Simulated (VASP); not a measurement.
Crystal: CdTe.

```xyz
2
Lattice="0.0000 3.2799 3.2799 3.2799 0.0000 3.2799 3.2799 3.2799 0.0000" Properties=species:S:1:pos:R:3 pbc="T T T"
Cd    0.0000    0.0000    0.0000
Te    1.6400    1.6400    1.6400
```

Base run:

```yaml
Program: VASP 6.6.1
Functional: PBE-based global hybrid
Potentials_or_basis: VASP PAW PBE potentials, release 64 (Cd, Te)
Cutoff: 520 eV
k_mesh: 4 × 4 × 4
Occupations: gaussian, width 0.01 eV
Spin: no spin polarisation
```

Its results: band gap on the k mesh 2.43 eV, direct; pressure -0.2 GPa.

Task: The run is repeated on the same cell with these changes: functional from PBE-based global hybrid to HSE06. What comes out?

Result: Band gap on the k mesh 1.44 eV, direct; pressure 0.2 GPa.

Caveats: the PAW data sets were made with another functional, which shifts forces and pressure a little; spin-orbit coupling is left out, which moves the levels of the heavy elements.

